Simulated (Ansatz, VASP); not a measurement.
This is a calculation of Pd for VASP 6.6.1.

File INCAR:

```
SYSTEM = Pd
AGGAC    = 1.0          
AGGAX    = 1.0          
ALDAC    = 0.0          
ALDAX    = 1.0          
ALGO     = Normal         ! electronic algorithm
EDIFF    = 1E-6           ! SCF threshold, eV
ENCUT    = 520            ! plane-wave cutoff, eV
GGA      = B5             ! functional
ISIF     = 2              ! what is computed and relaxed
ISMEAR   = 0              ! smearing method
LASPH    = .TRUE.         ! aspherical terms in the spheres
LCHARG   = .FALSE.        ! write CHGCAR
LMAXMIX  = 4              ! l up to which the mixer works
LNONCOLLINEAR= .TRUE.         ! non-collinear magnetism
LORBIT   = 11             ! projections on sites
LREAL    = .FALSE.        ! projectors in reciprocal space
LWAVE    = .FALSE.        ! write WAVECAR
MAGMOM   = 0.5 0 0        ! initial moments
NBANDS   = 21             ! bands
NELM     = 150            ! most SCF steps
PREC     = Accurate       ! precision mode
SIGMA    = 0.025          ! smearing width, eV
```

The input KPOINTS:

```
k-points
0
G
  9 9 9
  0 0 0
```

Contents of POSCAR:

```
Pd
1.0
    0.0000000000      1.9465000000      1.9465000000
    1.9465000000      0.0000000000      1.9465000000
    1.9465000000      1.9465000000      0.0000000000
Pd
1
Direct
    0.0000000000      0.0000000000      0.0000000000
```

Potentials or basis: VASP PAW PBE potentials, release 64 (Pd).

The run is started by

```console
$ cat potpaw_PBE.64/Pd/POTCAR > POTCAR
$ mpirun -np 1 vasp_ncl > vasp.out
```

Question: Set up the same calculation for Ansatz 0.2.0. Potentials there: all-electron LAPW, scalar-relativistic.

Answer: As run (the cutoff follows the program's own potentials):

File input.yaml:

```yaml
crystal:
  lattice:
    - [0.0, 1.9465, 1.9465]
    - [1.9465, 0.0, 1.9465]
    - [1.9465, 1.9465, 0.0]
  atoms:
    - { symbol: Pd, position: [0.0, 0.0, 0.0], spin: 0.5, spin_axis: [1.0, 0.0, 0.0] }
kpoints:
  mp_grid: { grid: [9, 9, 9] }
scf:
  occupations: { method: gaussian, width: 0.025 }
hamiltonian:
  xc: blyp
  pseudopotentials: { kind: all_electron, lapw: { basis_error: 0.0005 } }
magnetization:
  noncollinear: true
output:
  forces: true
  stress: true
  eigenvalues: true
```

Potentials or basis: all-electron LAPW, scalar-relativistic.

Run with:

```sh
$ ansatz run input.yaml --threads 1 --pin off --max-ram 2560MiB --backend cpu --events-out ev --progress --plain --runs-dir out
```

Both were run:

|  | VASP | Ansatz | Ansatz less VASP |
| --- | --- | --- | --- |
| gap on the k mesh at the Fermi level (eV) | none | none | - |
| pressure (GPa) | 18.0 | 17.6 | -0.43 |
| net moment per atom (μB) | 0.00 | 0.00 | 0.000 |

VASP's potentials were made for PBE, not for BLYP. A gap of «none» marks a metal or a gap that the smearing closes. Ansatz ran all-electron here, and VASP with PAW potentials.

Noted on Ansatz's run: the k mesh is thin for a metal, which can move the energy by tens of meV per atom.
